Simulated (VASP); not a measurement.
CuO: single point with LDA

The system is CuO.

```
Cu O
1.0
     3.03223    0.00000    0.00000
    -1.51611    2.62599    0.00000
     0.00000    0.00000    5.28829
Cu O
2 2
Direct
  0.66667 0.33333 0.98916
  0.33333 0.66667 0.48916
  0.66667 0.33333 0.63604
  0.33333 0.66667 0.13604
```

```yaml
Program: VASP 6.6.1
Task: single point
Functional: LDA
Potentials_or_basis: VASP PAW LDA potentials, release 64 (Cu_sv_GW, O)
Cutoff: 820 eV
k_mesh: 9 × 9 × 5
Occupations: fermi-dirac, width 0.05 eV
Spin: no spin polarisation
```

The pressure is 0.1 GPa. The band gap on the k mesh is zero (bands 25 and 26 overlap by 1.47 eV).

Stress tensor (GPa, compression positive):
```
0.01 0.00 0.00
0.00 0.01 0.00
0.00 0.00 0.30
```

Levels at points of the mesh, in eV from the Fermi level:
```
           k point  band 21  band 22  band 23  band 24  band 25  band 26  band 27  band 28  band 29  band 30
(0.00, 0.00, 0.00)    -2.17    -0.22    -0.22     0.61     0.84     0.84     1.31     6.48     7.80    13.80
```

It took 100 s on 1 thread of Intel(R) Xeon(R) Platinum 8259CL CPU @ 2.50GHz (Skylake/Cascade Lake), on a shared host, peak memory 0.23 GiB.

Caveat: semilocal functionals often make such compounds metallic where correlation or magnetic order opens a gap, which also shifts bond lengths. With open d or f shells a metallic result of LDA can be an artefact of self-interaction; +U or a hybrid may open a gap.
